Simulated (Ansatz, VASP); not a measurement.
## Two plane-wave programs on CoSi

```
CELL_PARAMETERS angstrom
3.99712 0.00000 0.00000
0.00000 2.64515 0.00000
0.00000 0.00000 4.08109
ATOMIC_POSITIONS crystal
Co 0.75000 0.00000 0.68700
Co 0.25000 0.00000 0.31300
Si 0.75000 0.50000 0.18800
Si 0.25000 0.50000 0.81200
```

Alike in both runs: task relaxation of cell and atoms; functional PBE; k mesh 4 × 6 × 4; occupations gaussian, width 0.1 eV; no spin polarisation.

|  | VASP | Ansatz |
| --- | --- | --- |
| version | VASP 6.6.1 | Ansatz 0.2.0 |
| potentials or method | VASP PAW PBE potentials, release 64 (Co_sv, Si), cutoff 690 eV | scalar-relativistic, plane waves, PAW |
| valence electrons in the cell | 42 | 42 |

```csv
,VASP,Ansatz,Ansatz less VASP
"gap on the k mesh at the Fermi level, each at its own relaxed structure (eV)",none,none,-
relaxed volume (Å³/atom),10.69,10.74,+0.051
relaxed length of the cell vector where the two differ most in proportion (Å),2.609,2.641,+0.0317
```

A gap of «none» marks a metal or a gap that the smearing closes.

The k mesh is coarse, so the values compare programs but aren't converged.
